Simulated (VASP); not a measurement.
# Al (C2/m) in VASP: further runs

Al is run at these levels: r2SCAN; tasks: single point.

Everything below comes from runs of VASP 6.6.1. Logs are shortened: lines on timing, memory, paths and dates and some standing lists are left out, and cuts for length are marked.

### 1 The cell of the first run

Symmetry: C2/m, No. 12, monoclinic system. Conventional cell: a = 3.189 Å, b = 4.510 Å, c = 9.070 Å, α = 90.00°, β = 96.05°, γ = 90.00°. Within 3.2 Å of Al (site symmetry m) lie 11 Al at 2.34 to 3.19 Å. Al (site symmetry m) has 14 Al at 2.76 to 3.19 Å within 3.6 Å.

### 2 Single point, r2SCAN (the part above a cut slid along it)

Contents of POSCAR:

```
Al
1.0
   -1.5943685756      1.5943685756     -1.5943685756
   -1.5943685756     -1.5943685756      1.5943685756
   -0.9566211454      6.3774743023      6.3774743023
Al
4
Direct
   -0.2625000000     -0.2625000000      0.8750000000
    0.4625000000      0.4625000000      0.1250000000
   -0.1125000000     -0.1125000000      0.3750000000
    0.3125000000      0.3125000000      0.6250000000
```

Contents of INCAR.step1:

```
SYSTEM = Al
PREC     = Accurate       ! precision mode
ENCUT    = 520            ! plane-wave cutoff, eV
ISMEAR   = 0              ! smearing method
SIGMA    = 0.15           ! smearing width, eV
LREAL    = .False.        ! projectors in reciprocal space
LASPH    = .True.         ! aspherical terms in the spheres
NELM     = 100            ! most SCF steps
NBANDS   = 14             ! bands
GGA      = PE             ! functional
ALGO     = Normal         ! electronic algorithm
EDIFF    = 1E-4           ! SCF threshold, eV
LWAVE    = .True.         ! write WAVECAR
LCHARG   = .False.        ! write CHGCAR
```

Contents of INCAR.step2:

```
SYSTEM = Al
PREC     = Accurate       ! precision mode
ENCUT    = 520            ! plane-wave cutoff, eV
EDIFF    = 1E-7           ! SCF threshold, eV
ISMEAR   = 0              ! smearing method
SIGMA    = 0.15           ! smearing width, eV
LREAL    = .False.        ! projectors in reciprocal space
LASPH    = .True.         ! aspherical terms in the spheres
NELM     = 100            ! most SCF steps
ALGO     = Normal         ! electronic algorithm
ISIF     = 2              ! what is computed and relaxed
LWAVE    = .False.        ! write WAVECAR
LCHARG   = .True.         ! write CHGCAR
METAGGA  = R2SCAN         ! meta-GGA
LMIXTAU  = .True.       
LELF     = .True.         ! ELF
LVHAR    = .True.       
NBANDS   = 14             ! bands
ISTART   = 1
```

Contents of KPOINTS:

```
Automatic mesh
0
Gamma
  22 22 7
  0 0 0
```

Potentials or basis: VASP PAW PBE potentials, release 64 (Al).

Run with:

```console
$ cat potpaw_PBE.64/Al/POTCAR > POTCAR
$ cp INCAR.step1 INCAR
$ mpirun -np 1 vasp_std > vasp.out
$ cp INCAR.step2 INCAR
$ mpirun -np 1 vasp_std > vasp.out
```

OUTCAR:

```text
SYSTEM = Al
   PREC = Accurate
   ENCUT = 520
   EDIFF = 1E-7
   ISMEAR = 0
   LREAL = .False.
   LASPH = .True.
   NELM = 100
   ISIF = 2
   METAGGA = R2SCAN
   ISTART = 1

 ion  position               nearest neighbor table
   1  0.737  0.737  0.875-   2 2.34   4 2.76   4 2.76   4 3.19   4 3.19   2 3.33   2 3.33
   2  0.462  0.462  0.125-   1 2.34   3 2.76   3 2.76   3 3.19   3 3.19   1 3.33   1 3.33
   3  0.888  0.888  0.375-   2 2.76   4 2.76   4 2.76   2 2.76   2 3.19   4 3.19   4 3.19   2 3.19

   4  0.312  0.312  0.625-   3 2.76   1 2.76   3 2.76   1 2.76   3 3.19   1 3.19   1 3.19   3 3.19

  LATTYP: Found a base centered monoclinic cell.
 ALAT       =     3.1887371512
 B/A-ratio  =     1.4142135624
 C/A-ratio  =     2.8442925306
 COS(beta)  =    -0.1054743831

  Lattice vectors:

 A1 = (   1.5943685756,  -1.5943685756,   1.5943685756)
 A2 = (   1.5943685756,   1.5943685756,  -1.5943685756)
 A3 = (  -0.9566211454,   6.3774743023,   6.3774743023)

Analysis of symmetry for initial positions (statically):
=====================================================================
 Subroutine PRICEL returns:
 Original cell was already a primitive cell.

 Routine SETGRP: Setting up the symmetry group for a
 base centered monoclinic supercell.

 Subroutine GETGRP returns: Found  4 space group operations
 (whereof  2 operations were pure point group operations)
 out of a pool of  4 trial point group operations.

The static configuration has the point symmetry C_1h.
 The point group associated with its full space group is C_2h.

Analysis of symmetry for dynamics (positions and initial velocities):
=====================================================================
 Subroutine PRICEL returns:
 Original cell was already a primitive cell.

 Routine SETGRP: Setting up the symmetry group for a
 base centered monoclinic supercell.

 Subroutine GETGRP returns: Found  4 space group operations
 (whereof  2 operations were pure point group operations)
 out of a pool of  4 trial point group operations.

The dynamic configuration has the point symmetry C_1h.
 The point group associated with its full space group is C_2h.

 Subroutine INISYM returns: Found  4 space group operations
 (whereof  2 operations are pure point group operations),
 and found     1 'primitive' translations

----------------------------------------------------------------------------------------

                                     Primitive cell

  volume of cell :      64.8464

  direct lattice vectors                    reciprocal lattice vectors
    -1.594368576  1.594368576 -1.594368576    -0.313603772  0.133281603 -0.180322169
    -1.594368576 -1.594368576  1.594368576    -0.313603772 -0.180322169  0.133281603
    -0.956621145  6.377474302  6.377474302     0.000000000  0.078400943  0.078400943

  length of vectors
     2.761527379  2.761527379  9.069701261     0.385522239  0.385522239  0.110875677

  position of ions in fractional coordinates (direct lattice)
     0.737500000  0.737500000  0.875000000
     0.462500000  0.462500000  0.125000000
     0.887500000  0.887500000  0.375000000
     0.312500000  0.312500000  0.625000000

  ion indices of the primitive-cell ions
   primitive index   ion index
                 1           1
                 2           2
                 3           3
                 4           4

----------------------------------------------------------------------------------------

 KPOINTS: Automatic mesh

Automatic generation of k-mesh.
 Grid dimensions read from file:
 generate k-points for:   22   22    7

 Generating k-lattice:

  Cartesian coordinates                     Fractional coordinates (reciprocal lattice)
    -0.014254717  0.006058255 -0.008196462     0.045454545  0.000000000 -0.000000000
    -0.014254717 -0.008196462  0.006058255     0.000000000  0.045454545  0.000000000
     0.000000000  0.011200135  0.011200135     0.000000000  0.000000000  0.142857143

  Length of vectors
     0.017523738  0.017523738  0.015839382

  Shift w.r.t. Gamma in fractional coordinates (k-lattice)
     0.000000000  0.000000000  0.000000000

 Subroutine IBZKPT returns following result:
 ===========================================

 Found    892 irreducible k-points:

 Following reciprocal coordinates:
            Coordinates               Weight
  0.000000  0.000000  0.000000      1.000000
  0.045455  0.000000  0.000000      4.000000
  0.090909  0.000000  0.000000      4.000000
  0.136364  0.000000 -0.000000      4.000000
  0.181818  0.000000 -0.000000      4.000000
  0.227273 -0.000000  0.000000      4.000000
[... 16 lines left out ...]
  0.500000  0.045455  0.000000      4.000000
 -0.454545  0.045455  0.000000      4.000000
 [... further k-points ...]
   k-points           NKPTS =    892   k-points in BZ     NKDIM =    892   number of bands    NBANDS=     14
   number of dos      NEDOS =    301   number of ions     NIONS =      4
   total plane-waves  NPLWV =  40320
   dimension x,y,z NGX =    24 NGY =   24 NGZ =   70
   dimension x,y,z NGXF=    48 NGYF=   48 NGZF=  140
   ions per type =               4
   NGX,Y,Z   is equivalent  to a cutoff of  14.45, 14.45, 12.83 a.u.
   NGXF,Y,Z  is equivalent  to a cutoff of  28.90, 28.90, 25.66 a.u.
 SYSTEM =  Al
   PREC   = accura    normal or accurate (medium, high low for compatibility)
   ISTART =      1    job   : 0-new  1-cont  2-samecut
   ICHARG =      0    charge: 1-file 2-atom 10-const
   ISPIN  =      1    spin polarized calculation?
   LNONCOLLINEAR =      F non collinear calculations
   LSORBIT =      F    spin-orbit coupling
   LASPH  =      T    aspherical Exc in radial PAW
   ENCUT  =  520.0 eV  38.22 Ry    6.18 a.u.   5.13  5.13 16.86*2*pi/ulx,y,z
   NELM   =    100;   NELMIN=  2; NELMDL=  0     # of ELM steps
   EDIFF  = 0.1E-06   stopping-criterion for ELM
   LREAL  =      F    real-space projection
   EDIFFG = 0.1E-05   stopping-criterion for IOM
   NSW    =      0    number of steps for IOM
   IBRION =     -1    ionic relax: 0-MD 1-quasi-New 2-CG
   NFREE  =      0    steps in history (QN), initial steepest desc. (CG)
   ISIF   =      2    stress and relaxation
   ISYM   =      2    0-nonsym 1-usesym 2-fastsym
   POTIM  = 0.5000    time-step for ionic-motion
   TEBEG  =    0.0;   TEEND  =   0.0 temperature during run
   PSTRESS=    0.0 pullay stress
   NELECT =      12.0000    total number of electrons
   NUPDOWN=      -1.0000    fix difference up-down
   EMIN   =  10.00;   EMAX   =-10.00  energy-range for DOS
   EFERMI =   0.00;   METHOD = LEGACY
   ISMEAR =     0;   SIGMA  =   0.15  broadening in eV -4-tet -1-fermi 0-gaus
   EFERMI_NEDOS =   21; number of points for ismear=-14 and -15
   IALGO  =     38    algorithm
   IMIX   =      4    mixing-type and parameters
     AMIX     =   0.40;   BMIX     =  1.00
     AMIX_MAG =   1.60;   BMIX_MAG =  1.00
  volume/ion in A,a.u.               =      16.21       109.40
  Fermi-wavevector in a.u.,A,eV,Ry     =   0.932910  1.762945 11.841443  0.870322
  Thomas-Fermi vector in A             =   2.059557
   LORBIT       =      0    0 simple, 1 ext, 2 COOP (PROOUT), +10 PAW based schemes
   METAGGA = R2SCAN    functional components
   LHFCALC =     F    Hartree Fock is set to
   AEXX    =    0.0000 exact exchange contribution
   IVDW    =     0    specifies the selected vdW correction
   LEPSILON=     F    determine dielectric tensor
   LRPA    =     F    only Hartree local field effects (RPA)
 non-spin polarized calculation
 Gauss-broadening in eV      SIGMA  =   0.15
  energy-cutoff  :      520.00
  volume of cell :       64.85
 maximum number of plane-waves:      1769
 NGX is ok and might be reduce to    24
   NGX = 11   NGY = 11   NGZ = 33

 number of electron      12.0000000 magnetization

 Free energy of the ion-electron system (eV)
  ---------------------------------------------------
  ext. energy  EPLUGINS =         0.00000000
  ---------------------------------------------------
  free energy    TOTEN  =       -26.05755497 eV

  energy without entropy =      -26.04142068  energy(sigma->0) =      -26.04948783

 E-fermi :   8.1741     XC(G=0): -10.9741

 val. band max:        8.1740587145   @ k =  -0.3182   0.5000   0.2857
 cond. band min:       8.1760519344   @ k =  -0.2727  -0.2727   0.1429
 fundamental gap:      0.0019932199
 Fermi energy:         8.1741321616

 k-point     1 :       0.0000    0.0000    0.0000
  band No.  band energies     occupation
      1      -3.7828      2.00000
      2      -1.8706      2.00000
      3      -1.8493      2.00000
      4       3.3689      2.00000
      5       4.1973      2.00000
      6      12.5264      0.00000
      7      12.8507      0.00000
      8      17.1970      0.00000
      9      17.4416      0.00000
     10      17.7350      0.00000
     11      17.9855      0.00000
     12      18.9361      0.00000
     13      19.3202      0.00000
     14      19.5031      0.00000

 k-point     2 :       0.0455    0.0000    0.0000
  band No.  band energies     occupation
      1      -3.7344      2.00000
      2      -1.8651      2.00000
      3      -1.7595      2.00000
      4       3.4018      2.00000
      5       4.2554      2.00000
      6      12.5110      0.00000
      7      12.9301      0.00000
      8      16.1107      0.00000
      9      16.7932      0.00000
     10      17.4567      0.00000
     11      18.0745      0.00000
     12      18.5411      0.00000
     13      19.5493      0.00000
     14      19.7615      0.00000
[... 343 lines left out ...]
      1       1.6374      2.00000
      2       2.3375      2.00000
      3       2.9714      2.00000
      4       3.6109      2.00000
      5       3.8362      2.00000
      6       5.0537      2.00000
      7       7.8476      1.99792
      8       8.5470      0.00044
      9      10.1132      0.00000
     10      11.0009      0.00000
     11      14.9229      0.00000
     12      15.5696      0.00000
     13      15.8055      0.00000
     14      16.7201      0.00000

 k-point    24 :      -0.4545    0.0455    0.0000
  band No.  band energies     occupation
      1       0.6982      2.00000
      2       2.1041      2.00000
      3       2.9651      2.00000
      4       3.4268      2.00000
      5       4.6368      2.00000
      6       6.0152      2.00000
      7       7.1231      2.00000
      8       9.1703      0.00000
      9       9.4508      0.00000
     10      12.0579      0.00000
     11      15.1720      0.00000
     12      15.3367      0.00000
     13      15.9982      0.00000
     14      17.4164      0.00000

 [... further k-points ...]

------------------------ aborting loop because EDIFF is reached ----------------------------------------

  FORCE on cell =-STRESS in cart. coord.  units (eV):
  Direction    XX          YY          ZZ          XY          YZ          ZX
  --------------------------------------------------------------------------------------
  -------------------------------------------------------------------------------------
  Total       -0.0723114      2.0449851      2.0449851      1.0011081      1.8389123      1.0011087
  in kB       -1.7866166     50.5259585     50.5259585     24.7346287     45.4344668     24.7346432
  external PRESSURE =      33.0884335 kB  Pullay stress =       0.0000000 kB

 VOLUME and BASIS-vectors are now :
 -----------------------------------------------------------------------------
  energy-cutoff  :      520.00
  volume of cell :       64.85
      direct lattice vectors                 reciprocal lattice vectors
    -1.594368576  1.594368576 -1.594368576    -0.313603772  0.133281603 -0.180322169
    -1.594368576 -1.594368576  1.594368576    -0.313603772 -0.180322169  0.133281603
    -0.956621145  6.377474302  6.377474302     0.000000000  0.078400943  0.078400943

 POSITION                                       TOTAL-FORCE (eV/Angst)
 -----------------------------------------------------------------------------------
     -3.18874      5.58029      5.58029        -0.744085     -1.326380     -1.326380
     -1.59437      0.79718      0.79718         0.744085      1.326380      1.326380
     -3.18874      2.39155      2.39155        -0.028284     -0.038345     -0.038345
     -1.59437      3.98592      3.98592         0.028284      0.038345      0.038345
 -----------------------------------------------------------------------------------
    total drift:                                0.000049      0.000005      0.000005

  FREE ENERGIE OF THE ION-ELECTRON SYSTEM (eV)
  ---------------------------------------------------
  free  energy   TOTEN  =       -26.0575549736 eV

  energy  without entropy=      -26.0414206795  energy(sigma->0) =      -26.04948783
```

It took 61 min on 1 thread of Oxide Virtual Turin-like, shared host; peak memory 0.64 GiB.

Results:

```
Free energy            : -26.0576 eV
Pressure               : 3.3 GPa
Largest force          : 2.018 eV/Å
Band gap on the k mesh : zero (bands 6 and 7 overlap by 7.09 eV)
```

Forces in eV/Å, atoms in the order of the input:
```
Al  -0.744 -1.326 -1.326
Al   0.744  1.326  1.326
Al  -0.028 -0.038 -0.038
Al   0.028  0.038  0.038
```

Caveat: the cell differs from its parent crystal (the part above a cut slid along it); the stress differs along the axes, from -0 to 5 GPa; the PAW data sets were made with another functional, which shifts forces and pressure a little.

### 3 Single point, r2SCAN (the part above a cut slid along it)

Contents of POSCAR:

```
Al
1.0
   -1.5943685756      1.5943685756     -1.5943685756
   -1.5943685756     -1.5943685756      1.5943685756
   -1.2754948605      6.3774743023      6.3774743023
Al
4
Direct
   -0.3500000000     -0.3500000000      0.8750000000
    0.4500000000      0.4500000000      0.1250000000
   -0.1500000000     -0.1500000000      0.3750000000
    0.2500000000      0.2500000000      0.6250000000
```

Contents of INCAR.step1:

```
SYSTEM = Al
  PREC = Accurate
  ENCUT = 520
  ISMEAR = 0
  SIGMA = 0.15
  LREAL = .FALSE.
  LASPH = .TRUE.
  NELM = 60
  NBANDS = 14
  GGA = PE
  ALGO = Normal
  EDIFF = 1E-4
  LWAVE = .TRUE.
  LCHARG = .FALSE.
```

Contents of INCAR.step2:

```
SYSTEM = Al
  PREC = Accurate
  ENCUT = 520
  EDIFF = 1E-6
  ISMEAR = 0
  SIGMA = 0.15
  LREAL = .FALSE.
  LASPH = .TRUE.
  NELM = 60
  ALGO = Normal
  ISIF = 2
  LWAVE = .FALSE.
  LCHARG = .TRUE.
  METAGGA = R2SCAN
  LMIXTAU = .TRUE.
  LELF = .TRUE.
  LVHAR = .TRUE.
  NBANDS = 14
  ISTART = 1
```

Contents of KPOINTS:

```
regular mesh
0
G
  22 22 7
  0 0 0
```

Potentials or basis: VASP PAW PBE potentials, release 64 (Al).

Run with:

```console
$ cat potpaw_PBE.64/Al/POTCAR > POTCAR
$ cp INCAR.step1 INCAR
$ mpirun -np 1 vasp_std > vasp.out
$ cp INCAR.step2 INCAR
$ mpirun -np 1 vasp_std > vasp.out
```

It took 69 min on 1 thread of Oxide Virtual Turin-like, shared host; peak memory 0.63 GiB.

Results (log left out):

| Quantity | Value |
| --- | --- |
| Free energy | -25.8610 eV |
| Pressure | 4.8 GPa |
| Largest force | 2.778 eV/Å |
| Band gap on the k mesh | zero (bands 6 and 7 overlap by 7.21 eV) |

Forces on the atoms (eV/Å):
```
Al  -0.494 -1.933 -1.933
Al   0.494  1.933  1.933
Al  -0.018 -0.056 -0.056
Al   0.018  0.056  0.056
```

Stress tensor (GPa, compression positive):
```
-0.42  1.72  1.72
 1.72  7.43  6.50
 1.72  6.50  7.43
```

Levels at points of the mesh, in eV from the Fermi level:
```tsv
k point	band 2	band 3	band 4	band 5	band 6	band 7	band 8	band 9	band 10	band 11
(0.00, 0.00, 0.00)	-10.04	-10.00	-4.81	-3.96	4.26	4.70	9.14	9.32	9.36	9.55
(0.50, 0.00, 0.00)	-6.10	-5.16	-4.97	-4.04	-3.09	-0.61	-0.02	2.46	2.96	7.13
(0.50, 0.50, 0.00)	-4.01	-2.96	-2.91	-2.23	-2.16	1.59	2.09	2.45	2.62	2.95
```

Caveat: the cell differs from its parent crystal (the part above a cut slid along it); the stress differs along the axes, from -0 to 7 GPa; the PAW data sets were made with another functional, which shifts forces and pressure a little.
